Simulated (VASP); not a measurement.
# CO2 (I-42d) in VASP: notebook

The runs below take CO2 through single point, with LDA.

Program: VASP 6.6.1. These are calculated values, not measurements. Logs are shortened: lines on timing, memory, paths and dates and some standing lists are left out, and cuts for length are marked.

## Step 1: The cell of the first run

Symmetry: I-42d, No. 122, tetragonal system. The conventional cell has a = 3.989 Å, b = 3.989 Å, c = 6.088 Å, α = 90.00°, β = 90.00°, γ = 90.00°. C (site symmetry -4) has 4 O at 1.42 Å within 1.9 Å. O (site symmetry 2) has 2 C at 1.42 Å within 1.9 Å.

## Step 2: Single point, LDA

The input, INCAR:

```
SYSTEM = CO2
  PREC = Accurate
  ENCUT = 520
  EDIFF = 1E-6
  ISMEAR = -1
  SIGMA = 0.05
  LREAL = .False.
  LASPH = .True.
  NELM = 80
  ALGO = Normal
  ISIF = 2
  LWAVE = .False.
  LCHARG = .True.
  GGA = CA
  LELF = .True.
  LVHAR = .True.
  NBANDS = 25
```

The input, KPOINTS:

```
Automatic mesh
0
Gamma
  7 7 7
  0 0 0
```

The input, POSCAR:

```
CO2
1.0
   -1.9942800241      1.9942800241      3.0439020993
    1.9942800241     -1.9942800241      3.0439020993
    1.9942800241      1.9942800241     -3.0439020993
C O
2 4
Direct
    0.7500000000      0.2500000000      0.5000000000
    0.0000000000      0.0000000000      0.0000000000
    0.7097980000      0.1250000000      0.0847980000
    0.0402020000      0.6250000000      0.9152020000
    0.3750000000      0.2902020000      0.4152020000
    0.8750000000      0.9597980000      0.5847980000
```

Potentials or basis: VASP PAW LDA potentials, release 64 (C, O).

Run with:

```
$ cat potpaw_LDA.64/C/POTCAR potpaw_LDA.64/O/POTCAR > POTCAR
$ mpirun -np 1 vasp_std > vasp.out
```

OUTCAR:

```text
SYSTEM = CO2
   PREC = Accurate
   ENCUT = 520
   EDIFF = 1E-6
   ISMEAR = -1
   LREAL = .False.
   LASPH = .True.
   NELM = 80
   ISIF = 2
   GGA = CA

 ion  position               nearest neighbor table
   1  0.750  0.250  0.500-   4 1.42   5 1.42   6 1.42   3 1.42
   2  0.000  0.000  0.000-   3 1.42   4 1.42   5 1.42   6 1.42
   3  0.710  0.125  0.085-   2 1.42   1 1.42
   4  0.040  0.625  0.915-   1 1.42   2 1.42
   5  0.375  0.290  0.415-   1 1.42   2 1.42
   6  0.875  0.960  0.585-   1 1.42   2 1.42

  LATTYP: Found a body centered tetragonal cell.
 ALAT       =     3.9885600482
 C/A-ratio  =     1.5263162959

  Lattice vectors:

 A1 = (  -1.9942800241,   1.9942800241,   3.0439020993)
 A2 = (   1.9942800241,  -1.9942800241,   3.0439020993)
 A3 = (   1.9942800241,   1.9942800241,  -3.0439020993)

Analysis of symmetry for initial positions (statically):
=====================================================================
 Subroutine PRICEL returns:
 Original cell was already a primitive cell.

 Routine SETGRP: Setting up the symmetry group for a
 body centered tetragonal supercell.

 Subroutine GETGRP returns: Found  8 space group operations
 (whereof  4 operations were pure point group operations)
 out of a pool of 16 trial point group operations.

The static configuration has the point symmetry S_4 .
 The point group associated with its full space group is D_2d.

Analysis of symmetry for dynamics (positions and initial velocities):
=====================================================================
 Subroutine PRICEL returns:
 Original cell was already a primitive cell.

 Routine SETGRP: Setting up the symmetry group for a
 body centered tetragonal supercell.

 Subroutine GETGRP returns: Found  8 space group operations
 (whereof  4 operations were pure point group operations)
 out of a pool of 16 trial point group operations.

The dynamic configuration has the point symmetry S_4 .
 The point group associated with its full space group is D_2d.

 Subroutine INISYM returns: Found  8 space group operations
 (whereof  4 operations are pure point group operations),
 and found     1 'primitive' translations

----------------------------------------------------------------------------------------

                                     Primitive cell

  volume of cell :      48.4243

  direct lattice vectors                    reciprocal lattice vectors
    -1.994280024  1.994280024  3.043902099     0.000000000  0.250717048  0.164262839
     1.994280024 -1.994280024  3.043902099     0.250717048  0.000000000  0.164262839
     1.994280024  1.994280024 -3.043902099     0.250717048  0.250717048  0.000000000

  length of vectors
     4.149656084  4.149656084  4.149656084     0.299735414  0.299735414  0.354567449

  position of ions in fractional coordinates (direct lattice)
     0.750000000  0.250000000  0.500000000
     0.000000000  0.000000000  0.000000000
     0.709798000  0.125000000  0.084798000
     0.040202000  0.625000000  0.915202000
     0.375000000  0.290202000  0.415202000
     0.875000000  0.959798000  0.584798000

  ion indices of the primitive-cell ions
   primitive index   ion index
                 1           1
                 2           2
                 3           3
                 4           4
                 5           5
                 6           6

----------------------------------------------------------------------------------------

 KPOINTS: Automatic mesh

Automatic generation of k-mesh.
 Grid dimensions read from file:
 generate k-points for:    7    7    7

 Generating k-lattice:

  Cartesian coordinates                     Fractional coordinates (reciprocal lattice)
     0.000000000  0.035816721  0.023466120     0.142857143 -0.000000000  0.000000000
     0.035816721  0.000000000  0.023466120    -0.000000000  0.142857143  0.000000000
     0.035816721  0.035816721  0.000000000     0.000000000  0.000000000  0.142857143

  Length of vectors
     0.042819345  0.042819345  0.050652493

  Shift w.r.t. Gamma in fractional coordinates (k-lattice)
     0.000000000  0.000000000  0.000000000

 Subroutine IBZKPT returns following result:
 ===========================================

 Found     40 irreducible k-points:

 Following reciprocal coordinates:
            Coordinates               Weight
  0.000000  0.000000  0.000000      1.000000
  0.142857  0.000000  0.000000      8.000000
  0.285714 -0.000000  0.000000      8.000000
  0.428571 -0.000000  0.000000      8.000000
  0.142857  0.142857  0.000000      8.000000
  0.285714  0.142857  0.000000     16.000000
[... 16 lines left out ...]
 -0.142857  0.285714  0.142857      8.000000
 -0.428571  0.428571  0.142857      8.000000
 [... further k-points ...]
   k-points           NKPTS =     40   k-points in BZ     NKDIM =     40   number of bands    NBANDS=     25
   number of dos      NEDOS =    301   number of ions     NIONS =      6
   total plane-waves  NPLWV =  32768
   dimension x,y,z NGX =    32 NGY =   32 NGZ =   32
   dimension x,y,z NGXF=    64 NGYF=   64 NGZF=   64
   ions per type =               2   4
   NGX,Y,Z   is equivalent  to a cutoff of  12.82, 12.82, 12.82 a.u.
   NGXF,Y,Z  is equivalent  to a cutoff of  25.64, 25.64, 25.64 a.u.
 SYSTEM =  CO2
   PREC   = accura    normal or accurate (medium, high low for compatibility)
   ISTART =      0    job   : 0-new  1-cont  2-samecut
   ICHARG =      2    charge: 1-file 2-atom 10-const
   ISPIN  =      1    spin polarized calculation?
   LNONCOLLINEAR =      F non collinear calculations
   LSORBIT =      F    spin-orbit coupling
   LASPH  =      T    aspherical Exc in radial PAW
   ENCUT  =  520.0 eV  38.22 Ry    6.18 a.u.   7.72  7.72  7.72*2*pi/ulx,y,z
   NELM   =     80;   NELMIN=  2; NELMDL= -5     # of ELM steps
   EDIFF  = 0.1E-05   stopping-criterion for ELM
   LREAL  =      F    real-space projection
   EDIFFG = 0.1E-04   stopping-criterion for IOM
   NSW    =      0    number of steps for IOM
   IBRION =     -1    ionic relax: 0-MD 1-quasi-New 2-CG
   NFREE  =      0    steps in history (QN), initial steepest desc. (CG)
   ISIF   =      2    stress and relaxation
   ISYM   =      2    0-nonsym 1-usesym 2-fastsym
   POTIM  = 0.5000    time-step for ionic-motion
   TEBEG  =    0.0;   TEEND  =   0.0 temperature during run
   PSTRESS=    0.0 pullay stress
   NELECT =      32.0000    total number of electrons
   NUPDOWN=      -1.0000    fix difference up-down
   EMIN   =  10.00;   EMAX   =-10.00  energy-range for DOS
   EFERMI =   0.00;   METHOD = LEGACY
   ISMEAR =    -1;   SIGMA  =   0.05  broadening in eV -4-tet -1-fermi 0-gaus
   EFERMI_NEDOS =   21; number of points for ismear=-14 and -15
   IALGO  =     38    algorithm
   IMIX   =      4    mixing-type and parameters
     AMIX     =   0.40;   BMIX     =  1.00
     AMIX_MAG =   1.60;   BMIX_MAG =  1.00
  volume/ion in A,a.u.               =       8.07        54.46
  Fermi-wavevector in a.u.,A,eV,Ry     =   1.425948  2.694652 27.665122  2.033329
  Thomas-Fermi vector in A             =   2.546278
   LORBIT       =      0    0 simple, 1 ext, 2 COOP (PROOUT), +10 PAW based schemes
   GGA     = CA    functional components
   LHFCALC =     F    Hartree Fock is set to
   AEXX    =    0.0000 exact exchange contribution
   IVDW    =     0    specifies the selected vdW correction
   LEPSILON=     F    determine dielectric tensor
   LRPA    =     F    only Hartree local field effects (RPA)
 non-spin polarized calculation
  energy-cutoff  :      520.00
  volume of cell :       48.42
 maximum number of plane-waves:      1324
   NGX = 15   NGY = 15   NGZ = 15

 number of electron      32.0000000 magnetization

 Free energy of the ion-electron system (eV)
  ---------------------------------------------------
  ext. energy  EPLUGINS =         0.00000000
  ---------------------------------------------------
  free energy    TOTEN  =       -48.89500513 eV

  energy without entropy =      -48.89500513  energy(sigma->0) =      -48.89500513

 E-fermi :   2.7772     XC(G=0): -11.5400

 val. band max:        1.6255387591   @ k =  -0.4286   0.4286   0.4286
 cond. band min:       8.9002727800   @ k =   0.0000   0.0000   0.0000
 fundamental gap:      7.2747340209
 Fermi energy:         2.7772298225

 k-point     1 :       0.0000    0.0000    0.0000
  band No.  band energies     occupation
      1     -21.8105      2.00000
      2     -16.8487      2.00000
      3     -16.8487      2.00000
      4     -16.2530      2.00000
      5     -12.6503      2.00000
      6      -7.8279      2.00000
[... 17 lines left out ...]
     24      15.9675      0.00000
     25      15.9675      0.00000

 k-point     2 :       0.1429    0.0000    0.0000
  band No.  band energies     occupation
      1     -21.6827      2.00000
      2     -17.1546      2.00000
      3     -16.8806      2.00000
      4     -16.4028      2.00000
      5     -12.2493      2.00000
      6      -7.8173      2.00000
[... 17 lines left out ...]
     24      15.8624      0.00000
     25      16.0935      0.00000

 k-point     3 :       0.2857   -0.0000    0.0000
  band No.  band energies     occupation
      1     -21.3327      2.00000
      2     -17.9542      2.00000
      3     -16.9390      2.00000
      4     -16.5453      2.00000
      5     -11.5026      2.00000
      6      -7.8116      2.00000
[... 17 lines left out ...]
     24      15.5482      0.00000
     25      15.9919      0.00000

 k-point     4 :       0.4286   -0.0000    0.0000
  band No.  band energies     occupation
      1     -20.9278      2.00000
      2     -18.6753      2.00000
      3     -16.9731      2.00000
      4     -16.6291      2.00000
      5     -10.9991      2.00000
      6      -7.7747      2.00000
[... 17 lines left out ...]
     24      15.4006      0.00000
     25      15.8056      0.00000
[... 477 lines left out ...]
 k-point    22 :      -0.2857    0.2857    0.1429
  band No.  band energies     occupation
      1     -21.0033      2.00000
      2     -18.4823      2.00000
      3     -17.0188      2.00000
      4     -16.6524      2.00000
      5     -10.9295      2.00000
      6      -8.3435      2.00000
[... 17 lines left out ...]
     24      15.4176      0.00000
     25      16.0132      0.00000

 k-point    23 :      -0.1429    0.2857    0.1429
  band No.  band energies     occupation
      1     -21.0730      2.00000
      2     -18.3992      2.00000
      3     -17.0107      2.00000
      4     -16.6055      2.00000
      5     -11.0715      2.00000
      6      -7.8785      2.00000
[... 17 lines left out ...]
     24      15.5003      0.00000
     25      15.8999      0.00000

 k-point    24 :      -0.4286    0.4286    0.1429
  band No.  band energies     occupation
      1     -20.2853      2.00000
      2     -19.4077      2.00000
      3     -17.0292      2.00000
      4     -16.8968      2.00000
      5      -9.9163      2.00000
      6      -9.0263      2.00000
[... 17 lines left out ...]
     24      15.6932      0.00000
     25      15.9623      0.00000

 [... further k-points ...]
[... 5 lines left out ...]
  --------------------------------------------------------------------------------------
  -------------------------------------------------------------------------------------
  Total       -5.5513693     -5.5513693     -5.6964090      0.0000000     -0.0000000      0.0000000
  in kB     -183.6740294   -183.6740294   -188.4728497      0.0000000     -0.0000000      0.0000000
  external PRESSURE =    -185.2736362 kB  Pullay stress =       0.0000000 kB

 VOLUME and BASIS-vectors are now :
 -----------------------------------------------------------------------------
  energy-cutoff  :      520.00
  volume of cell :       48.42
      direct lattice vectors                 reciprocal lattice vectors
    -1.994280024  1.994280024  3.043902099     0.000000000  0.250717048  0.164262839
     1.994280024 -1.994280024  3.043902099     0.250717048  0.000000000  0.164262839
     1.994280024  1.994280024 -3.043902099     0.250717048  0.250717048  0.000000000

 POSITION                                       TOTAL-FORCE (eV/Angst)
 -----------------------------------------------------------------------------------
      0.00000      1.99428      1.52195        -0.000000     -0.000000      0.000000
      0.00000      0.00000      0.00000        -0.000000     -0.000000     -0.000000
     -0.99714      1.33536      2.28293        -0.000000      0.801731      0.000000
      2.99142      0.65892     -0.76098        -0.000000     -0.801731     -0.000000
      0.65892      0.99714      0.76098        -0.801731     -0.000000     -0.000000
      1.33536      0.99714      3.80488         0.801731     -0.000000      0.000000
 -----------------------------------------------------------------------------------
    total drift:                                0.000003      0.000003      0.000003

  FREE ENERGIE OF THE ION-ELECTRON SYSTEM (eV)
  ---------------------------------------------------
  free  energy   TOTEN  =       -48.8950051283 eV

  energy  without entropy=      -48.8950051283  energy(sigma->0) =      -48.89500513
```

It took 71 s on 1 thread of AMD EPYC 7R13, shared host; peak memory 0.14 GiB.

Results:

```yaml
Free_energy: -48.8950 eV
Pressure: -18.5 GPa
Largest_force: 0.802 eV/Å
Band_gap_on_the_k_mesh: 7.27 eV, indirect (least direct gap 7.72 eV)
```

Forces in eV/Å, atoms in the order of the input:
```
C    0.000  0.000  0.000
C    0.000  0.000  0.000
O    0.000  0.802  0.000
O    0.000 -0.802  0.000
O   -0.802  0.000  0.000
O    0.802  0.000  0.000
```

Levels at points of the mesh, in eV from the valence-band top:
```tsv
k point	band 12	band 13	band 14	band 15	band 16	band 17	band 18	band 19	band 20	band 21
(0.00, 0.00, 0.00)	-1.14	-1.14	-0.87	-0.87	-0.48	7.27	8.54	8.72	8.72	11.73
```

A k mesh can miss the band edges. As with any semilocal functional, this LDA gap is likely too small.

(Part 1 of 2 ends here.)
